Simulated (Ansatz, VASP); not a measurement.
Two plane-wave programs on Te2As3

Contents of INCAR:

```
SYSTEM = Te2As3
ALGO = Normal ; EDIFF = 1E-6
ENCUT = 520 ; GGA = PE
ISIF = 2 ; ISMEAR = 0
LASPH = .True. ; LCHARG = .True.
LELF = .True. ; LREAL = .False.
LVHAR = .True. ; LWAVE = .False.
NBANDS = 22 ; NELM = 60
PREC = Accurate ; SIGMA = 0.1
```

KPOINTS

```
k-points
0
Gamma
  4 4 4
  0 0 0
```

File POSCAR:

```
Te2As3
1.0
    4.4297172300      0.0000000000      0.0000000000
    0.0000000000      4.4297172300      0.0000000000
    0.0000000000      0.0000000000      6.5244367600
Te As
2 3
Direct
    0.0000000000      0.0000000000      0.7211286400
    0.5000000000      0.5000000000      0.2898103300
    0.5000000000      0.0000000000      0.9934612500
    0.0000000000      0.5000000000      0.9934612500
    0.0000000000      0.0000000000      0.2721384500
```

Input for Ansatz:

```yaml
crystal:
  lattice:
    - [4.42971723, 0.0, 0.0]
    - [0.0, 4.42971723, 0.0]
    - [0.0, 0.0, 6.52443676]
  atoms:
    - { symbol: Te, position: [0.0, 0.0, 0.72112864] }
    - { symbol: Te, position: [0.5, 0.5, 0.28981033] }
    - { symbol: As, position: [0.5, 0.0, 0.99346125] }
    - { symbol: As, position: [0.0, 0.5, 0.99346125] }
    - { symbol: As, position: [0.0, 0.0, 0.27213845] }
basis:
  ecutwfc: 420
kpoints:
  mp_grid: { grid: [4, 4, 4] }
hamiltonian:
  xc: pbe
scf:
  occupations: { method: gaussian, width: 0.1 }
  lower_state_search: "off"
output:
  forces: true
  stress: true
  eigenvalues: true
```

Change from the starting cell: species swapped into the Cu3Te2 type (P4mm, No. 99).

Alike in both runs: task single point; functional PBE; k mesh 4 × 4 × 4; occupations gaussian, width 0.1 eV; no spin polarisation.

|  | VASP | Ansatz |
| --- | --- | --- |
| version | VASP 6.6.1 | Ansatz 0.2.0 |
| potentials or method | VASP PAW PBE potentials, release 64 (Te, As), cutoff 520 eV | scalar-relativistic, plane waves, PAW |
| valence electrons in the cell | 27 | 77 |

```tsv
	VASP	Ansatz	Ansatz less VASP
gap on the k mesh at the Fermi level (eV)	none	none	-
pressure (GPa)	5.1	5.1	-0.04
rms of the force components (eV/Å)	0.332	0.329	-0.0030
```

Atom by atom the forces differ by 0.004 eV/Å (rms over components). A gap of «none» marks a metal or a gap that the smearing closes. VASP's potentials hold 27 valence electrons a cell and Ansatz's 77, so a difference there can come from the potentials and not from the codes.

Spin-orbit coupling is off throughout.
